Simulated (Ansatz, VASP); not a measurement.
**Two plane-wave programs on Zr**

```
Zr
1.0
     3.14397    0.00000    0.00000
    -1.57198    2.72275    0.00000
     0.00000    0.00000    5.08946
Zr
2
Cartesian
  0.0000 1.8152 1.2724
  1.5720 0.9076 3.8171
```

Alike in both runs: task single point; functional LDA; k mesh 6 × 6 × 3; occupations fermi-dirac, width 0.1 eV; no spin polarisation.

|  | VASP | Ansatz |
| --- | --- | --- |
| version | VASP 6.6.1 | Ansatz 0.2.0 |
| potentials or method | VASP PAW LDA potentials, release 64 (Zr_sv), cutoff 520 eV | plane waves (420 eV) with PAW, scalar-relativistic |
| valence electrons in the cell | 24 | 24 |

|  | VASP | Ansatz | Ansatz less VASP |
| --- | --- | --- | --- |
| pressure (GPa) | 0.4 | 0.3 | -0.09 |
| traceless stress, the component that is largest in VASP (GPa) | -0.40 | -0.43 | -0.023 |

Ansatz warns that its potentials were made for another functional, while VASP's fit it. LDA's correlation is that of Perdew and Zunger in VASP and of Perdew and Wang (1992) in Ansatz.

The k mesh is coarse, so the values compare programs but aren't converged.
